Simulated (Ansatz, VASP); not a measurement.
# SbAuCl4 in VASP and in Ansatz

```
CELL_PARAMETERS angstrom
4.81293 0.00000 0.00000
0.00000 4.81293 0.00000
0.00000 0.00000 7.61180
ATOMIC_POSITIONS crystal
Sb 0.00000 0.00000 0.00000
Au 0.50000 0.50000 0.50000
Cl 0.50000 0.50000 0.81424
Cl 0.50000 0.50000 0.18576
Cl 0.50000 0.00000 0.50000
Cl 0.00000 0.50000 0.50000
```

Alike in both runs: task single point; functional r2SCAN; dispersion rVV10; k mesh 6 × 6 × 4; occupations fermi-dirac, width 0.03 eV; no spin polarisation.

|  | VASP | Ansatz |
| --- | --- | --- |
| version | VASP 6.6.1 | Ansatz 0.2.0 |
| potentials or method | VASP PAW PBE potentials, release 64 (Sb, Au, Cl) | plane waves, PAW |
| plane-wave cutoff (eV) | 520 | 500 |
| valence electrons in the cell | 44 | 62 |

```csv
,VASP,Ansatz,Ansatz less VASP
pressure (GPa),0.0,0.0,+0.03
```

VASP's potentials were made for PBE, not for r2SCAN. VASP's potentials hold 44 valence electrons a cell and Ansatz's 62, so a difference there can come from the potentials and not from the codes.

Spin-orbit coupling is off throughout.
